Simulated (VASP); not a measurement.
Here is a VASP 6.6.1 calculation.

INCAR

```
SYSTEM = Au
PREC = Accurate
ENCUT = 400
EDIFF = 1E-6
ISMEAR = -1
SIGMA = 0.1
LREAL = .False.
LASPH = .True.
NELM = 120
ALGO = Normal
ISIF = 2
LWAVE = .False.
LCHARG = .True.
GGA = PS
LELF = .True.
LVHAR = .True.
NBANDS = 30
GGA_COMPAT = .False.
```

Contents of KPOINTS:

```
regular mesh
0
Gamma
  4 4 4
  0 0 0
```

Contents of POSCAR:

```
Au
1.0
   -4.0879100000      0.0665540000      0.0120970000
   -0.0120970000     -0.0621360000      3.9484130000
   -2.1165570000      4.1975180000      1.9181190000
Au
4
Direct
    0.0537584915      0.0766571501      0.9775053558
    0.5779963487      0.4756548620      0.9539997974
    0.2947807368      0.7596592644      0.4417690051
    0.7527312739      0.2324890340      0.5012668585
```

Potentials or basis: VASP PAW PBE potentials, release 64 (Au).

The run is started by

```sh
$ cat potpaw_PBE.64/Au/POTCAR > POTCAR
$ mpirun -np 1 vasp_std > vasp.out
```

(1) Predict the pressure.

(2) What does it give for the band gap on the k mesh?

(3) Predict the largest force.

Results:

(1) 10.3 GPa.

(2) zero (band 22 reaches 11.66 eV, above the bottom of band 23 at 8.26 eV).

(3) 3.272 eV/Å.

Caveat: the k points lie up to 0.43 Å⁻¹ apart; the PAW data sets were made with another functional, which shifts forces and pressure a little; spin-orbit coupling is left out, which moves the levels of the heavy elements.
